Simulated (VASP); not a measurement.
Rb, 1 atom in the cell. It takes space group Im-3m (No. 229, cubic). Conventional cell: a = 5.613 Å, b = 5.613 Å, c = 5.613 Å, α = 90.00°, β = 90.00°, γ = 90.00°. 

```yaml
Program: VASP 6.6.1
Task: single point
Functional: PBE
Potentials_or_basis: VASP PAW PBE potentials, release 64 (Rb_sv)
Cutoff: 520 eV
k_mesh: 10 × 10 × 10
Occupations: gaussian, width 0.1 eV
Spin: no spin polarisation
Dipole_correction: no
Further_INCAR_settings: ALGO = Fast; EDIFF = 1e-06; NBANDS = 10
```

Potentials or basis: VASP PAW PBE potentials, release 64 (Rb_sv).

Command:

```bash
$ cat potpaw_PBE.64/Rb_sv/POTCAR > POTCAR
$ mpirun -np 1 vasp_std > vasp.out
```

Hardware: 1 thread of Intel Xeon 8259CL (shared host).

Problem. How long does it take, and how much memory?

Solution. It took 39 s on 1 thread of Intel Xeon 8259CL, with other jobs on the host, peak memory 0.22 GiB. Counts: scf iterations 11, k points 47.
